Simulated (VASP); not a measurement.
# Y3AlN4 in VASP: further runs

Y3AlN4 is run at these levels: PBE; tasks: single point.

Program: VASP 6.6.1. These are calculated values, not measurements. Logs are shortened: lines on timing, memory, paths and dates and some standing lists are left out, and cuts for length are marked.

## (1) The cell of the first run

The structure is orthorhombic, space group Fmm2 (No. 42). Conventional cell: a = 6.960 Å, b = 9.131 Å, c = 6.983 Å, α = 90.00°, β = 90.00°, γ = 90.00°. Y (site symmetry 2) has 6 N at 2.31 to 2.55 Å and 4 Al at 3.21 to 3.53 Å and 8 Y at 3.35 to 3.49 Å within 3.6 Å. Within 3.2 Å of Y (site symmetry mm2) lie 6 N at 2.37 to 2.61 Å and 1 Al at 3.17 Å. Al (site symmetry mm2) has 4 N at 1.92 to 2.17 Å within 2.5 Å. Within 2.5 Å of N (site symmetry m) lie 1 Al at 1.92 Å and 3 Y at 2.31 to 2.37 Å. N (site symmetry m) has 1 Al at 2.17 Å and 5 Y at 2.39 to 2.55 Å within 2.9 Å.

## (2) Single point, PBE

The input, INCAR:

```
PREC = Accurate
ENCUT = 520
EDIFF = 1E-6
ISMEAR = 0
SIGMA = 0.1
LREAL = F
LASPH = T
NELM = 100
ALGO = Normal
ISIF = 2
LWAVE = F
LCHARG = F
GGA = PE
NBANDS = 38
```

The input, KPOINTS:

```
Automatic mesh
0
Gamma
  4 4 4
```

The input, POSCAR:

```
Y3AlN4
1.0
    0.0000000000      4.5657248758      3.4914223586
    3.4798943322      0.0000000000      3.4914223586
    3.4798943322      4.5657248758      0.0000000000
Y Al N
3 1 4
Direct
    0.2612607149      0.2612607149      0.2387392851
    0.7612607149      0.7612607149      0.7387392851
    0.5097540301      0.5097540301      0.4902459699
    0.0555788640      0.0555788640      0.9444211360
    0.9851937572      0.4379800113      0.0148062428
    0.4379800113      0.9851937572      0.5620199887
    0.2277802912      0.7610231225      0.2389768775
    0.7610231225      0.2277802912      0.7722197088
```

Potentials or basis: VASP PAW PBE potentials, release 64 (Y_sv, Al, N).

The run is started by

```
> cat potpaw_PBE.64/Y_sv/POTCAR potpaw_PBE.64/Al/POTCAR potpaw_PBE.64/N/POTCAR > POTCAR
> mpirun -np 1 vasp_std > vasp.out
```

OUTCAR:

```text
PREC = Accurate
   ENCUT = 520
   EDIFF = 1E-6
   ISMEAR = 0
   LREAL = F
   LASPH = T
   NELM = 100
   ISIF = 2
   GGA = PE

 ion  position               nearest neighbor table
   1  0.261  0.261  0.239-   5 2.31   6 2.31   7 2.39   8 2.39   7 2.55   8 2.55   4 3.21   4 3.21
                             3 3.35   3 3.35   3 3.37   3 3.37   2 3.48   2 3.48   2 3.49   2 3.49
   2  0.761  0.761  0.739-   5 2.31   6 2.31   7 2.39   8 2.39   8 2.55   7 2.55   4 3.21   4 3.21
                             3 3.35   3 3.35   3 3.37   3 3.37   1 3.48   1 3.48   1 3.49   1 3.49
   3  0.510  0.510  0.490-   5 2.37   6 2.37   7 2.44   8 2.44   6 2.61   5 2.61   4 3.17   1 3.35
                             1 3.35   2 3.35   2 3.35   2 3.37   1 3.37   1 3.37   2 3.37   4 3.49
   4  0.056  0.056  0.944-   5 1.92   6 1.92   7 2.17   8 2.17   3 3.17   1 3.21   2 3.21   2 3.21
                             1 3.21   3 3.49   3 3.49   1 3.53   2 3.53   2 3.53   1 3.53   3 3.81
   5  0.985  0.438  0.015-   4 1.92   2 2.31   1 2.31   3 2.37   3 2.61
   6  0.438  0.985  0.562-   4 1.92   2 2.31   1 2.31   3 2.37   3 2.61
   7  0.228  0.761  0.239-   4 2.17   2 2.39   1 2.39   3 2.44   2 2.55   1 2.55
   8  0.761  0.228  0.772-   4 2.17   2 2.39   1 2.39   3 2.44   1 2.55   2 2.55

  LATTYP: Found a face centered orthorhombic cell.
 ALAT       =     6.9597886644
 B/A-ratio  =     1.0033127519
 C/A-ratio  =     1.3120297457

  Lattice vectors:

 A1 = (   0.0000000000,   4.5657248758,  -3.4914223586)
 A2 = (   3.4798943322,   4.5657248758,   0.0000000000)
 A3 = (   3.4798943322,   0.0000000000,  -3.4914223586)

Analysis of symmetry for initial positions (statically):
=====================================================================
 Subroutine PRICEL returns:
 Original cell was already a primitive cell.

 Routine SETGRP: Setting up the symmetry group for a
 face centered orthorhombic supercell.

 Subroutine GETGRP returns: Found  4 space group operations
 (whereof  4 operations were pure point group operations)
 out of a pool of  8 trial point group operations.

The static configuration has the point symmetry C_2v.

Analysis of symmetry for dynamics (positions and initial velocities):
=====================================================================
 Subroutine PRICEL returns:
 Original cell was already a primitive cell.

 Routine SETGRP: Setting up the symmetry group for a
 face centered orthorhombic supercell.

 Subroutine GETGRP returns: Found  4 space group operations
 (whereof  4 operations were pure point group operations)
 out of a pool of  8 trial point group operations.

The dynamic configuration has the point symmetry C_2v.

 Subroutine INISYM returns: Found  4 space group operations
 (whereof  4 operations are pure point group operations),
 and found     1 'primitive' translations

----------------------------------------------------------------------------------------

                                     Primitive cell

  volume of cell :     110.9451

  direct lattice vectors                    reciprocal lattice vectors
     0.000000000  4.565724876  3.491422359    -0.143682524  0.109511636  0.143208111
     3.479894332  0.000000000  3.491422359     0.143682524 -0.109511636  0.143208111
     3.479894332  4.565724876  0.000000000     0.143682524  0.109511636 -0.143208111

  length of vectors
     5.747684206  4.929472046  5.740688827     0.230534225  0.230534225  0.230534225

  position of ions in fractional coordinates (direct lattice)
     0.261260715  0.261260715  0.238739285
     0.761260715  0.761260715  0.738739285
     0.509754030  0.509754030  0.490245970
     0.055578864  0.055578864  0.944421136
     0.985193757  0.437980011  0.014806243
     0.437980011  0.985193757  0.562019989
     0.227780291  0.761023122  0.238976878
     0.761023122  0.227780291  0.772219709

  ion indices of the primitive-cell ions
   primitive index   ion index
                 1           1
                 2           2
                 3           3
                 4           4
                 5           5
                 6           6
                 7           7
                 8           8

----------------------------------------------------------------------------------------

 KPOINTS: Automatic mesh

Automatic generation of k-mesh.
 Grid dimensions read from file:
 generate k-points for:    4    4    4

 Generating k-lattice:

  Cartesian coordinates                     Fractional coordinates (reciprocal lattice)
    -0.035920631  0.027377909  0.035802028     0.250000000  0.000000000  0.000000000
     0.035920631 -0.027377909  0.035802028     0.000000000  0.250000000  0.000000000
     0.035920631  0.027377909 -0.035802028     0.000000000  0.000000000  0.250000000

  Length of vectors
     0.057633556  0.057633556  0.057633556

  Shift w.r.t. Gamma in fractional coordinates (k-lattice)
     0.000000000  0.000000000  0.000000000

 Subroutine IBZKPT returns following result:
 ===========================================

 Found     18 irreducible k-points:

 Following reciprocal coordinates:
            Coordinates               Weight
  0.000000  0.000000  0.000000      1.000000
  0.250000 -0.000000 -0.000000      8.000000
  0.500000 -0.000000 -0.000000      4.000000
  0.250000  0.250000  0.000000      2.000000
  0.500000  0.250000 -0.000000      8.000000
 -0.250000  0.250000  0.000000      4.000000
[... 10 lines left out ...]
 -0.250000  0.250000  0.500000      2.000000
  0.000000  0.500000  0.500000      1.000000
   k-points           NKPTS =     18   k-points in BZ     NKDIM =     18   number of bands    NBANDS=     38
   number of dos      NEDOS =    301   number of ions     NIONS =      8
   total plane-waves  NPLWV =  92160
   dimension x,y,z NGX =    48 NGY =   40 NGZ =   48
   dimension x,y,z NGXF=    96 NGYF=   80 NGZF=   96
   ions per type =               3   1   4
   NGX,Y,Z   is equivalent  to a cutoff of  13.88, 13.49, 13.90 a.u.
   NGXF,Y,Z  is equivalent  to a cutoff of  27.77, 26.98, 27.80 a.u.
 SYSTEM =  unknown system
   PREC   = accura    normal or accurate (medium, high low for compatibility)
   ISTART =      0    job   : 0-new  1-cont  2-samecut
   ICHARG =      2    charge: 1-file 2-atom 10-const
   ISPIN  =      1    spin polarized calculation?
   LNONCOLLINEAR =      F non collinear calculations
   LSORBIT =      F    spin-orbit coupling
   LASPH  =      T    aspherical Exc in radial PAW
   ENCUT  =  520.0 eV  38.22 Ry    6.18 a.u.  10.69  9.17 10.67*2*pi/ulx,y,z
   NELM   =    100;   NELMIN=  2; NELMDL= -5     # of ELM steps
   EDIFF  = 0.1E-05   stopping-criterion for ELM
   LREAL  =      F    real-space projection
   EDIFFG = 0.1E-04   stopping-criterion for IOM
   NSW    =      0    number of steps for IOM
   IBRION =     -1    ionic relax: 0-MD 1-quasi-New 2-CG
   NFREE  =      0    steps in history (QN), initial steepest desc. (CG)
   ISIF   =      2    stress and relaxation
   ISYM   =      2    0-nonsym 1-usesym 2-fastsym
   POTIM  = 0.5000    time-step for ionic-motion
   TEBEG  =    0.0;   TEEND  =   0.0 temperature during run
   PSTRESS=    0.0 pullay stress
   NELECT =      56.0000    total number of electrons
   NUPDOWN=      -1.0000    fix difference up-down
   EMIN   =  10.00;   EMAX   =-10.00  energy-range for DOS
   EFERMI =   0.00;   METHOD = LEGACY
   ISMEAR =     0;   SIGMA  =   0.10  broadening in eV -4-tet -1-fermi 0-gaus
   EFERMI_NEDOS =   21; number of points for ismear=-14 and -15
   IALGO  =     38    algorithm
   IMIX   =      4    mixing-type and parameters
     AMIX     =   0.40;   BMIX     =  1.00
     AMIX_MAG =   1.60;   BMIX_MAG =  1.00
  volume/ion in A,a.u.               =      13.87        93.59
  Fermi-wavevector in a.u.,A,eV,Ry     =   1.303471  2.463203 23.116805  1.699037
  Thomas-Fermi vector in A             =   2.434471
   LORBIT       =      0    0 simple, 1 ext, 2 COOP (PROOUT), +10 PAW based schemes
   GGA     = PE    functional components
   LHFCALC =     F    Hartree Fock is set to
   AEXX    =    0.0000 exact exchange contribution
   IVDW    =     0    specifies the selected vdW correction
   LEPSILON=     F    determine dielectric tensor
   LRPA    =     F    only Hartree local field effects (RPA)
 non-spin polarized calculation
 Gauss-broadening in eV      SIGMA  =   0.10
  energy-cutoff  :      520.00
  volume of cell :      110.95
 maximum number of plane-waves:      3004
 NGX is ok and might be reduce to    48
   NGX = 21   NGY = 19   NGZ = 21

 number of electron      56.0000000 magnetization

 Free energy of the ion-electron system (eV)
  ---------------------------------------------------
  ext. energy  EPLUGINS =         0.00000000
  ---------------------------------------------------
  free energy    TOTEN  =       -67.77738220 eV

  energy without entropy =      -67.77738220  energy(sigma->0) =      -67.77738220

 E-fermi :   4.9836     XC(G=0): -11.0808

 val. band max:        4.4530666551   @ k =   0.0000   0.0000   0.0000
 cond. band min:       5.4288393800   @ k =   0.5000   0.0000   0.5000
 fundamental gap:      0.9757727248
 Fermi energy:         4.9836379330

 k-point     1 :       0.0000    0.0000    0.0000
  band No.  band energies     occupation
      1     -36.5759      2.00000
      2     -36.0536      2.00000
      3     -35.9911      2.00000
      4     -16.9032      2.00000
      5     -16.7351      2.00000
      6     -16.6987      2.00000
[... 30 lines left out ...]
     37      10.2437      0.00000
     38      10.7744      0.00000

 k-point     2 :       0.2500   -0.0000   -0.0000
  band No.  band energies     occupation
      1     -36.5715      2.00000
      2     -36.0470      2.00000
      3     -36.0017      2.00000
      4     -16.9180      2.00000
      5     -16.8291      2.00000
      6     -16.7335      2.00000
[... 30 lines left out ...]
     37      10.8303      0.00000
     38      11.0200      0.00000
[... 613 lines left out ...]
     37      11.1683      0.00000
     38      11.3262      0.00000

 k-point    18 :       0.0000    0.5000    0.5000
  band No.  band energies     occupation
      1     -36.5640      2.00000
      2     -36.0271      2.00000
      3     -36.0270      2.00000
      4     -17.0636      2.00000
      5     -17.0308      2.00000
      6     -16.7234      2.00000
[... 30 lines left out ...]
     37      10.7806      0.00000
     38      10.7884      0.00000

------------------------ aborting loop because EDIFF is reached ----------------------------------------

  FORCE on cell =-STRESS in cart. coord.  units (eV):
  Direction    XX          YY          ZZ          XY          YZ          ZX
  --------------------------------------------------------------------------------------
  -------------------------------------------------------------------------------------
  Total       -0.1285246     -0.1730180     -0.1063405      0.0000000      0.0000000      0.0000000
  in kB       -1.8560455     -2.4985828     -1.5356812      0.0000000      0.0000000      0.0000000
  external PRESSURE =      -1.9634365 kB  Pullay stress =       0.0000000 kB

 VOLUME and BASIS-vectors are now :
 -----------------------------------------------------------------------------
  energy-cutoff  :      520.00
  volume of cell :      110.95
      direct lattice vectors                 reciprocal lattice vectors
     0.000000000  4.565724876  3.491422359    -0.143682524  0.109511636  0.143208111
     3.479894332  0.000000000  3.491422359     0.143682524 -0.109511636  0.143208111
     3.479894332  4.565724876  0.000000000     0.143682524  0.109511636 -0.143208111

 POSITION                                       TOTAL-FORCE (eV/Angst)
 -----------------------------------------------------------------------------------
      1.73995      2.28286      1.82434         0.000000     -0.000000      0.001287
      5.21984      6.84859      5.31577         0.000000      0.000000      0.001287
      3.47989      4.56572      3.55953         0.000000      0.000000      0.002221
      3.47989      4.56572      0.38810         0.000000      0.000000     -0.001210
      1.57565      4.56572      4.96890        -0.002416      0.000000      0.000630
      5.38414      4.56572      4.96890         0.002416      0.000000      0.000630
      3.47989      2.13108      3.45233         0.000000     -0.002322     -0.002422
      3.47989      7.00036      3.45233         0.000000      0.002322     -0.002422
 -----------------------------------------------------------------------------------
    total drift:                                0.000000     -0.000000     -0.000453

  FREE ENERGIE OF THE ION-ELECTRON SYSTEM (eV)
  ---------------------------------------------------
  free  energy   TOTEN  =       -67.7773822047 eV

  energy  without entropy=      -67.7773822047  energy(sigma->0) =      -67.77738220
```

Wall time 1.9 min (1 thread of Intel Xeon Platinum 8488C (Sapphire Rapids), shared host); peak memory 0.33 GiB.

What came out:

```
Free energy            : -67.7774 eV
Pressure               : -0.2 GPa
Largest force          : 0.003 eV/Å
Band gap on the k mesh : 0.98 eV (least direct gap 1.30 eV)
```

Forces on the atoms (eV/Å):
```
Y    0.000  0.000  0.001
Y    0.000  0.000  0.001
Y    0.000  0.000  0.002
Al   0.000  0.000 -0.001
N   -0.002  0.000  0.001
N    0.002  0.000  0.001
N    0.000 -0.002 -0.002
N    0.000  0.002 -0.002
```

Levels at points of the mesh, in eV from the valence-band top:
```csv
k point,band 25,band 26,band 27,band 28,band 29,band 30,band 31,band 32
"(0.00, 0.00, 0.00)",-0.69,-0.12,-0.04,0.00,1.52,2.31,3.24,3.48
"(0.50, 0.00, 0.00)",-1.22,-0.94,-0.75,-0.46,2.42,3.65,4.03,4.46
"(0.50, 0.50, 0.00)",-1.92,-1.44,-0.93,-0.52,4.24,4.27,4.42,4.73
"(0.50, 0.00, 0.50)",-0.52,-0.50,-0.33,-0.33,0.98,1.72,2.14,2.75
"(0.00, 0.50, 0.50)",-1.74,-1.27,-1.07,-0.83,3.93,4.41,4.41,4.88
```

A k mesh can miss the band edges.

(Continued in part 2 of 2.)
